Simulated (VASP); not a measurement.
H, 4 atoms in the cell. The structure is hexagonal, space group P6_3/mmc (No. 194). Conventional cell: a = 3.840 Å, b = 3.840 Å, c = 5.047 Å, α = 90.00°, β = 90.00°, γ = 120.00°. H (site symmetry 3m) has 1 H at 0.74 Å within 1.0 Å. 

| Property | Result |
| --- | --- |
| Program | VASP 6.6.1 |
| Task | single point |
| Functional | PBEsol |
| Potentials or basis | VASP PAW PBE potentials, release 64 (H) |
| Cutoff | 500 eV |
| k mesh | 9 × 9 × 6 |
| Occupations | gaussian, width 0.05 eV |
| Spin | no spin polarisation |
| Dipole correction | no |
| Further INCAR settings | ALGO = Normal; EDIFF = 1e-06; NBANDS = 10 |

Potentials or basis: VASP PAW PBE potentials, release 64 (H).

The run is started by

```console
$ cat potpaw_PBE.64/H/POTCAR > POTCAR
$ mpirun -np 1 vasp_std > vasp.out
```

Hardware: 1 thread of Intel Xeon 8259CL, on a shared host.

How long does it take, and how much memory?

Run time: 35 s on 1 thread of Intel Xeon 8259CL, on a shared host, peak memory 0.17 GiB. Counts: scf iterations 13, k points 48.
